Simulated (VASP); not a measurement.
Set up this calculation in VASP 6.6.1, as the native input.

- Task: single point
- Functional: PBEsol
- Potentials or basis: VASP PAW PBE potentials, release 64 (Pb_d, Si)
- Cutoff: 520 eV
- k mesh: 11 × 11 × 11
- Occupations: fermi-dirac, width 0.08 eV
- Spin: no spin polarisation
- Dipole correction: no
- Further INCAR settings: ALGO = Normal; EDIFF = 1e-06; NBANDS = 16

The structure of SiPb (CsCl type) lies in POSCAR:

```
SiPb
1.0
    3.0194927285      0.0000000000      0.0000000000
    0.0000000000      3.0194927285      0.0000000000
    0.0000000000      0.0000000000      3.0194927285
Pb Si
1 1
Direct
    0.0000000000      0.0000000000      0.0000000000
    0.5000000000      0.5000000000      0.5000000000
```

This cell differs from its parent crystal: volume scaled by 0.6.

These files were run (other wordings do the same):

INCAR

```
PREC     = Accurate       # precision mode
ENCUT    = 520            # plane-wave cutoff, eV
EDIFF    = 1E-6           # SCF threshold, eV
ISMEAR   = -1             # smearing method
SIGMA    = 0.08           # smearing width, eV
LREAL    = F              # projectors in reciprocal space
LASPH    = T              # aspherical terms in the spheres
NELM     = 80             # most SCF steps
ALGO     = Normal         # electronic algorithm
ISIF     = 2              # what is computed and relaxed
LWAVE    = F              # write WAVECAR
LCHARG   = T              # write CHGCAR
GGA      = PS             # functional
LELF     = T              # ELF
LVHAR    = T            
NBANDS   = 16             # bands
```

KPOINTS

```
Automatic mesh
0
Gamma
  11 11 11
```

Potentials or basis: VASP PAW PBE potentials, release 64 (Pb_d, Si).

Launch:

```console
$ cat potpaw_PBE.64/Pb_d/POTCAR potpaw_PBE.64/Si/POTCAR > POTCAR
$ mpirun -np 1 vasp_std > vasp.out
```

Results of the run:

| Quantity | Value |
| --- | --- |
| Pressure | 101.2 GPa |
| Band gap on the k mesh | zero (band 9 reaches 18.38 eV, above the bottom of band 10 at 12.29 eV) |

Caveat: the PAW data sets were made with another functional, which shifts forces and pressure a little; spin-orbit coupling is left out, which moves the levels of the heavy elements.

Wall time 11 s on 1 thread of Intel Xeon 6975P-C, with other jobs on the host, peak memory 0.15 GiB.
